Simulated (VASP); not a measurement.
Wanted: the native input for a VASP 6.6.1 run.

| Item | Value |
| --- | --- |
| Task | single point |
| Functional | PBE |
| Potentials or basis | VASP PAW PBE potentials, release 64 (Au) |
| Cutoff | 520 eV |
| k mesh | 18 × 18 × 18 |
| Occupations | gaussian, width 0.3 eV |
| Spin | no spin polarisation |
| Dipole correction | no |
| Further INCAR settings | ALGO = Normal; EDIFF = 1e-06; NBANDS = 12 |

The structure of Au lies in POSCAR:

```
Au
1.0
    0.0000000000      2.0147710554      2.0147710554
    2.0147710554      0.0000000000      2.0147710554
    2.0147710554      2.0147710554      0.0000000000
Au
1
Direct
    0.0000000000      0.0000000000      0.0000000000
```

This cell differs from its parent crystal: volume scaled by 0.91.

These files were run (other wordings do the same):

INCAR

```
SYSTEM = Au
ALGO     = Normal         ! electronic algorithm
EDIFF    = 1E-6           ! SCF threshold, eV
ENCUT    = 520            ! plane-wave cutoff, eV
GGA      = PE             ! functional
ISIF     = 2              ! what is computed and relaxed
ISMEAR   = 0              ! smearing method
LASPH    = .True.         ! aspherical terms in the spheres
LCHARG   = .False.        ! write CHGCAR
LREAL    = .False.        ! projectors in reciprocal space
LWAVE    = .False.        ! write WAVECAR
NBANDS   = 12             ! bands
NELM     = 80             ! most SCF steps
PREC     = Accurate       ! precision mode
SIGMA    = 0.3            ! smearing width, eV
```

KPOINTS

```
k-points
0
Gamma
  18 18 18
  0 0 0
```

Potentials or basis: VASP PAW PBE potentials, release 64 (Au).

Run with:

```bash
$ cat potpaw_PBE.64/Au/POTCAR > POTCAR
$ mpirun -np 1 vasp_std > vasp.out
```

It gave:

```json
{
  "Pressure": "17.0 GPa"
}
```

Wall time 14 s on 1 thread of Intel(R) Xeon(R) Platinum 8488C (Sapphire Rapids) (shared host), peak memory 0.17 GiB.
